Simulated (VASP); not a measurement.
# Si in VASP: further runs

The runs below take Si through single point, with PBE.

Everything below comes from runs of VASP 6.6.1. Logs are shortened: lines on timing, memory, paths and dates and some standing lists are left out, and cuts for length are marked.

### Step 1. The cell of the first run

Symmetry: Amm2, No. 38, orthorhombic system. The conventional cell has a = 9.463 Å, b = 9.463 Å, c = 3.861 Å, α = 90.00°, β = 90.00°, γ = 90.00°. Si (site symmetry m) has 4 Si at 2.29 to 2.42 Å within 3.0 Å. Si (site symmetry m) has 4 Si at 2.29 to 2.44 Å within 3.0 Å. Si (site symmetry m) has 4 Si at 2.36 to 2.41 Å within 3.1 Å. Within 3.1 Å of Si (site symmetry m) lie 4 Si at 2.36 to 2.44 Å.

### Step 2. Single point, PBE (mode 4 frozen in at -0.426 Å and mode 7 at -0.052 Å (largest displacements))

Contents of INCAR:

```
SYSTEM = Si
ALGO     = Normal         ! electronic algorithm
EDIFF    = 1E-6           ! SCF threshold, eV
ENCUT    = 520            ! plane-wave cutoff, eV
GGA      = PE             ! functional
ISIF     = 2              ! what is computed and relaxed
ISMEAR   = 0              ! smearing method
LASPH    = .True.         ! aspherical terms in the spheres
LCHARG   = .False.        ! write CHGCAR
LREAL    = .False.        ! projectors in reciprocal space
LWAVE    = .False.        ! write WAVECAR
NBANDS   = 26             ! bands
NELM     = 60             ! most SCF steps
PREC     = Accurate       ! precision mode
SIGMA    = 0.05           ! smearing width, eV
```

Contents of KPOINTS:

```
k-points
0
Gamma
  10 10 4
  0 0 0
```

Contents of POSCAR:

```
Si
1.0
    0.0000000000      0.0000000000      3.8608359371
    3.3455832253     -3.3455832253     -1.9304179686
    6.6911664507      6.6911664507      0.0000000000
Si
8
Direct
   -0.0235719299      0.0000000000      0.1786105076
    0.4965311538      0.0000000000      0.6786105076
    0.4965311538      0.0000000000      0.3213894924
   -0.0235719299      0.0000000000      0.8213894924
    0.7245710815      0.6427789847      0.0000000000
    0.4452486793      0.6427789847      0.5000000000
    0.0817920968      0.3572210153      0.0000000000
    0.8024696946      0.3572210153      0.5000000000
```

Potentials or basis: VASP PAW PBE potentials, release 64 (Si).

Launch:

```console
cat potpaw_PBE.64/Si/POTCAR > POTCAR
mpirun -np 1 vasp_std > vasp.out
```

OUTCAR:

```text
SYSTEM = Si
   EDIFF = 1E-6
   ENCUT = 520
   GGA = PE
   ISIF = 2
   ISMEAR = 0
   LASPH = .True.
   LREAL = .False.
   NELM = 60
   PREC = Accurate

 ion  position               nearest neighbor table
   1  0.976  0.000  0.179-   3 2.29   5 2.41   7 2.41   3 2.42
   2  0.497  0.000  0.679-   4 2.29   4 2.42   8 2.44   6 2.44
   3  0.497  0.000  0.321-   1 2.29   1 2.42   8 2.44   6 2.44
   4  0.976  0.000  0.821-   2 2.29   5 2.41   7 2.41   2 2.42
   5  0.725  0.643  0.000-   7 2.36   7 2.36   1 2.41   4 2.41
   6  0.445  0.643  0.500-   8 2.36   8 2.36   2 2.44   3 2.44
   7  0.082  0.357  0.000-   5 2.36   5 2.36   4 2.41   1 2.41
   8  0.802  0.357  0.500-   6 2.36   6 2.36   3 2.44   2 2.44

  LATTYP: Found a base centered orthorhombic cell.
 ALAT       =     3.8608359371
 B/A-ratio  =     2.4509558284
 C/A-ratio  =     2.4509558284

  Lattice vectors:

 A1 = (  -3.3455832253,   3.3455832253,   1.9304179686)
 A2 = (   3.3455832253,  -3.3455832253,   1.9304179685)
 A3 = (   6.6911664507,   6.6911664507,   0.0000000000)

Analysis of symmetry for initial positions (statically):
=====================================================================
 Subroutine PRICEL returns:
 Original cell was already a primitive cell.

 Routine SETGRP: Setting up the symmetry group for a
 base centered orthorhombic supercell.

 Subroutine GETGRP returns: Found  4 space group operations
 (whereof  4 operations were pure point group operations)
 out of a pool of  8 trial point group operations.

The static configuration has the point symmetry C_2v.

Analysis of symmetry for dynamics (positions and initial velocities):
=====================================================================
 Subroutine PRICEL returns:
 Original cell was already a primitive cell.

 Routine SETGRP: Setting up the symmetry group for a
 base centered orthorhombic supercell.

 Subroutine GETGRP returns: Found  4 space group operations
 (whereof  4 operations were pure point group operations)
 out of a pool of  8 trial point group operations.

The dynamic configuration has the point symmetry C_2v.

 Subroutine INISYM returns: Found  4 space group operations
 (whereof  4 operations are pure point group operations),
 and found     1 'primitive' translations

----------------------------------------------------------------------------------------

                                     Primitive cell

  volume of cell :     172.8562

  direct lattice vectors                    reciprocal lattice vectors
     0.000000000  0.000000000  3.860835937     0.074725387 -0.074725387  0.259011265
     3.345583225 -3.345583225 -1.930417969     0.149450773 -0.149450773  0.000000000
     6.691166451  6.691166451  0.000000000     0.074725387  0.074725387  0.000000000

  length of vectors
     3.860835937  5.110026200  9.462738343     0.279740241  0.211355310  0.105677655

  position of ions in fractional coordinates (direct lattice)
     0.976428070  0.000000000  0.178610508
     0.496531154  0.000000000  0.678610508
     0.496531154  0.000000000  0.321389492
     0.976428070  0.000000000  0.821389492
     0.724571082  0.642778985  0.000000000
     0.445248679  0.642778985  0.500000000
     0.081792097  0.357221015  0.000000000
     0.802469695  0.357221015  0.500000000

  ion indices of the primitive-cell ions
   primitive index   ion index
                 1           1
                 2           2
                 3           3
                 4           4
                 5           5
                 6           6
                 7           7
                 8           8

----------------------------------------------------------------------------------------

 KPOINTS: k-points

Automatic generation of k-mesh.
 Grid dimensions read from file:
 generate k-points for:   10   10    4

 Generating k-lattice:

  Cartesian coordinates                     Fractional coordinates (reciprocal lattice)
     0.007472539 -0.007472539  0.025901126     0.100000000 -0.000000000  0.000000000
     0.014945077 -0.014945077  0.000000000     0.000000000  0.100000000  0.000000000
     0.018681347  0.018681347  0.000000000     0.000000000  0.000000000  0.250000000

  Length of vectors
     0.027974024  0.021135531  0.026419414

  Shift w.r.t. Gamma in fractional coordinates (k-lattice)
     0.000000000  0.000000000  0.000000000

 Subroutine IBZKPT returns following result:
 ===========================================

 Found     93 irreducible k-points:

 Following reciprocal coordinates:
            Coordinates               Weight
  0.000000  0.000000  0.000000      1.000000
  0.100000  0.000000  0.000000      4.000000
  0.200000  0.000000  0.000000      4.000000
  0.300000  0.000000  0.000000      4.000000
  0.400000  0.000000  0.000000      4.000000
  0.500000  0.000000  0.000000      2.000000
[... 16 lines left out ...]
  0.000000  0.300000  0.000000      2.000000
  0.100000  0.300000  0.000000      4.000000
 [... further k-points ...]
   k-points           NKPTS =     93   k-points in BZ     NKDIM =     93   number of bands    NBANDS=     26
   number of dos      NEDOS =    301   number of ions     NIONS =      8
   total plane-waves  NPLWV =  84000
   dimension x,y,z NGX =    30 NGY =   40 NGZ =   70
   dimension x,y,z NGXF=    60 NGYF=   80 NGZF=  140
   ions per type =               8
   NGX,Y,Z   is equivalent  to a cutoff of  12.92, 13.01, 12.30 a.u.
   NGXF,Y,Z  is equivalent  to a cutoff of  25.84, 26.03, 24.60 a.u.
 SYSTEM =  Si
   PREC   = accura    normal or accurate (medium, high low for compatibility)
   ISTART =      0    job   : 0-new  1-cont  2-samecut
   ICHARG =      2    charge: 1-file 2-atom 10-const
   ISPIN  =      1    spin polarized calculation?
   LNONCOLLINEAR =      F non collinear calculations
   LSORBIT =      F    spin-orbit coupling
   LASPH  =      T    aspherical Exc in radial PAW
   ENCUT  =  520.0 eV  38.22 Ry    6.18 a.u.   7.18  9.50 17.59*2*pi/ulx,y,z
   NELM   =     60;   NELMIN=  2; NELMDL= -5     # of ELM steps
   EDIFF  = 0.1E-05   stopping-criterion for ELM
   LREAL  =      F    real-space projection
   EDIFFG = 0.1E-04   stopping-criterion for IOM
   NSW    =      0    number of steps for IOM
   IBRION =     -1    ionic relax: 0-MD 1-quasi-New 2-CG
   NFREE  =      0    steps in history (QN), initial steepest desc. (CG)
   ISIF   =      2    stress and relaxation
   ISYM   =      2    0-nonsym 1-usesym 2-fastsym
   POTIM  = 0.5000    time-step for ionic-motion
   TEBEG  =    0.0;   TEEND  =   0.0 temperature during run
   PSTRESS=    0.0 pullay stress
   NELECT =      32.0000    total number of electrons
   NUPDOWN=      -1.0000    fix difference up-down
   EMIN   =  10.00;   EMAX   =-10.00  energy-range for DOS
   EFERMI =   0.00;   METHOD = LEGACY
   ISMEAR =     0;   SIGMA  =   0.05  broadening in eV -4-tet -1-fermi 0-gaus
   EFERMI_NEDOS =   21; number of points for ismear=-14 and -15
   IALGO  =     38    algorithm
   IMIX   =      4    mixing-type and parameters
     AMIX     =   0.40;   BMIX     =  1.00
     AMIX_MAG =   1.60;   BMIX_MAG =  1.00
  volume/ion in A,a.u.               =      21.61       145.81
  Fermi-wavevector in a.u.,A,eV,Ry     =   0.933032  1.763175 11.844531  0.870548
  Thomas-Fermi vector in A             =   2.059691
   LORBIT       =      0    0 simple, 1 ext, 2 COOP (PROOUT), +10 PAW based schemes
   GGA     = PE    functional components
   LHFCALC =     F    Hartree Fock is set to
   AEXX    =    0.0000 exact exchange contribution
   IVDW    =     0    specifies the selected vdW correction
   LEPSILON=     F    determine dielectric tensor
   LRPA    =     F    only Hartree local field effects (RPA)
 non-spin polarized calculation
 Gauss-broadening in eV      SIGMA  =   0.05
  energy-cutoff  :      520.00
  volume of cell :      172.86
 maximum number of plane-waves:      4690
 NGX is ok and might be reduce to    30
   NGX = 15   NGY = 19   NGZ = 35

 number of electron      32.0000001 magnetization

 Free energy of the ion-electron system (eV)
  ---------------------------------------------------
  ext. energy  EPLUGINS =         0.00000000
  ---------------------------------------------------
  free energy    TOTEN  =       -41.94792958 eV

  energy without entropy =      -41.94739870  energy(sigma->0) =      -41.94766414

 E-fermi :   5.2948     XC(G=0):  -9.0596

 val. band max:        5.2616218747   @ k =  -0.3000   0.1000   0.0000
 cond. band min:       5.2964063323   @ k =   0.0000   0.5000   0.2500
 fundamental gap:      0.0347844576
 Fermi energy:         5.2947887558

 k-point     1 :       0.0000    0.0000    0.0000
  band No.  band energies     occupation
      1      -6.6158      2.00000
      2      -5.6082      2.00000
      3      -4.7349      2.00000
      4      -2.5279      2.00000
      5      -0.1668      2.00000
      6      -0.1384      2.00000
[... 18 lines left out ...]
     25       8.3516      0.00000
     26       9.2936      0.00000

 k-point     2 :       0.1000    0.0000    0.0000
  band No.  band energies     occupation
      1      -6.5192      2.00000
      2      -5.5188      2.00000
      3      -4.6396      2.00000
      4      -2.4931      2.00000
      5      -0.3401      2.00000
      6      -0.1639      2.00000
[... 18 lines left out ...]
     25       8.5514      0.00000
     26       9.0100      0.00000

 k-point     3 :       0.2000    0.0000    0.0000
  band No.  band energies     occupation
      1      -6.2341      2.00000
      2      -5.2595      2.00000
      3      -4.3558      2.00000
      4      -2.3909      2.00000
      5      -0.9539      2.00000
      6      -0.2774      2.00000
[... 572 lines left out ...]
 k-point    23 :       0.0000    0.3000    0.0000
  band No.  band energies     occupation
      1      -6.1427      2.00000
      2      -5.0978      2.00000
      3      -4.5767      2.00000
      4      -3.8789      2.00000
      5      -2.5897      2.00000
      6      -0.0310      2.00000
[... 18 lines left out ...]
     25       9.4033      0.00000
     26       9.4901      0.00000

 k-point    24 :       0.1000    0.3000    0.0000
  band No.  band energies     occupation
      1      -5.9064      2.00000
      2      -4.8482      2.00000
      3      -4.4506      2.00000
      4      -4.0908      2.00000
      5      -2.9391      2.00000
      6      -0.0254      2.00000
[... 18 lines left out ...]
     25       9.5347      0.00000
     26       9.8995      0.00000

 [... further k-points ...]
[... 5 lines left out ...]
  --------------------------------------------------------------------------------------
  -------------------------------------------------------------------------------------
  Total       -1.1601385     -1.1601385     -1.1172269      0.2984440     -0.0000000      0.0000000
  in kB      -10.7531430    -10.7531430    -10.3554018      2.7662307     -0.0000000      0.0000000
  external PRESSURE =     -10.6205626 kB  Pullay stress =       0.0000000 kB

 VOLUME and BASIS-vectors are now :
 -----------------------------------------------------------------------------
  energy-cutoff  :      520.00
  volume of cell :      172.86
      direct lattice vectors                 reciprocal lattice vectors
     0.000000000  0.000000000  3.860835937     0.074725387 -0.074725387  0.259011265
     3.345583225 -3.345583225 -1.930417969     0.149450773 -0.149450773  0.000000000
     6.691166451  6.691166451  0.000000000     0.074725387  0.074725387  0.000000000

 POSITION                                       TOTAL-FORCE (eV/Angst)
 -----------------------------------------------------------------------------------
      1.19511      1.19511      3.76983        -0.197607     -0.197607      0.203586
      4.54070      4.54070      1.91703        -0.339697     -0.339697      0.091291
      2.15047      2.15047      1.91703         0.339697      0.339697      0.091291
      5.49605      5.49605      3.76983         0.197607      0.197607      0.203586
      2.15047     -2.15047      1.55662         0.098690     -0.098690      0.565167
      5.49605      1.19511      0.47820         0.282751     -0.282751     -0.860044
      1.19511     -1.19511     -0.37380        -0.098690      0.098690      0.565167
      4.54070      2.15047      2.40862        -0.282751      0.282751     -0.860044
 -----------------------------------------------------------------------------------
    total drift:                               -0.000000      0.000000      0.000058

  FREE ENERGIE OF THE ION-ELECTRON SYSTEM (eV)
  ---------------------------------------------------
  free  energy   TOTEN  =       -41.9479295799 eV

  energy  without entropy=      -41.9473986953  energy(sigma->0) =      -41.94766414
```

Wall time 5.5 min (1 thread of Intel Xeon 6975P-C, shared host); peak memory 0.45 GiB.

Results:

* Free energy: -41.9479 eV
* Pressure: -1.1 GPa
* Largest force: 0.948 eV/Å
* Band gap on the k mesh: zero (band 16 reaches 5.54 eV, above the bottom of band 17 at 5.11 eV)

Forces on the atoms (eV/Å):
```
Si  -0.198 -0.198  0.204
Si  -0.340 -0.340  0.091
Si   0.340  0.340  0.091
Si   0.198  0.198  0.204
Si   0.099 -0.099  0.565
Si   0.283 -0.283 -0.860
Si  -0.099  0.099  0.565
Si  -0.283  0.283 -0.860
```

Caveat: the cell differs from its parent crystal (mode 4 frozen in at -0.426 Å and mode 7 at -0.052 Å (largest displacements)).

### Step 3. Single point, PBE (mode 4 frozen in at -0.426 Å and mode 7 at +0.000 Å (largest displacements))

Contents of INCAR:

```
SYSTEM = Si
PREC = Accurate
ENCUT = 520
EDIFF = 1E-6
ISMEAR = 0
SIGMA = 0.05
LREAL = .False.
LASPH = .True.
NELM = 100
ALGO = Normal
ISIF = 2
LWAVE = .False.
LCHARG = .True.
GGA = PE
LELF = .True.
LVHAR = .True.
NBANDS = 26
```

Contents of KPOINTS:

```
regular mesh
0
Gamma
  10 10 4
  0 0 0
```

Contents of POSCAR:

```
Si
1.0
    0.0000000000      0.0000000000      3.8608359371
    3.3455832253     -3.3455832253     -1.9304179686
    6.6911664507      6.6911664507      0.0000000000
Si
8
Direct
   -0.0100515418      0.0000000000      0.1786105076
    0.5100515418      0.0000000000      0.6786105076
    0.5100515418      0.0000000000      0.3213894924
   -0.0100515418      0.0000000000      0.8213894924
    0.7110506935      0.6427789847      0.0000000000
    0.4317282912      0.6427789847      0.5000000000
    0.0682717088      0.3572210153      0.0000000000
    0.7889493065      0.3572210153      0.5000000000
```

Potentials or basis: VASP PAW PBE potentials, release 64 (Si).

Launch:

```console
cat potpaw_PBE.64/Si/POTCAR > POTCAR
mpirun -np 1 vasp_std > vasp.out
```

Run time: 13 min. Hardware: 1 thread of AMD EPYC 7R13, shared host; peak memory 0.42 GiB.

The run converged. Its results:

| Property | Result |
| --- | --- |
| Free energy | -41.9787 eV |
| Pressure | -1.0 GPa |
| Largest force | 0.754 eV/Å |
| Band gap on the k mesh | zero (band 16 reaches 5.53 eV, above the bottom of band 17 at 5.12 eV) |

Forces on the atoms (eV/Å):
```
Si  -0.260 -0.260  0.061
Si  -0.260 -0.260 -0.061
Si   0.260  0.260 -0.061
Si   0.260  0.260  0.061
Si   0.183 -0.183  0.708
Si   0.183 -0.183 -0.708
Si  -0.183  0.183  0.708
Si  -0.183  0.183 -0.708
```

Stress tensor (GPa, compression positive):
```
-1.03  0.27  0.00
 0.27 -1.03  0.00
 0.00  0.00 -0.97
```

Levels at points of the mesh, in eV from the Fermi level:
| k point | band 13 | band 14 | band 15 | band 16 | band 17 | band 18 | band 19 | band 20 |
| --- | --- | --- | --- | --- | --- | --- | --- | --- |
| (0.00, 0.00, 0.00) | -1.58 | -1.53 | -1.39 | -0.35 | 0.83 | 1.43 | 1.45 | 1.99 |
| (0.50, 0.00, 0.00) | -2.49 | -2.31 | -2.12 | -1.72 | 1.03 | 1.50 | 1.79 | 1.98 |
| (0.00, 0.50, 0.00) | -1.64 | -0.63 | 0.13 | 0.23 | 0.63 | 1.80 | 1.87 | 2.02 |
| (0.00, 0.00, 0.50) | -1.66 | -1.66 | -1.53 | -1.53 | 0.74 | 0.74 | 1.62 | 1.62 |
| (0.50, 0.00, 0.50) | -2.21 | -2.21 | -1.32 | -1.32 | 0.74 | 0.74 | 1.88 | 1.88 |
| (0.00, 0.50, 0.50) | -1.01 | -1.01 | -0.46 | -0.46 | 1.07 | 1.07 | 2.54 | 2.54 |

Caveat: the cell differs from its parent crystal (mode 4 frozen in at -0.426 Å and mode 7 at +0.000 Å (largest displacements)).
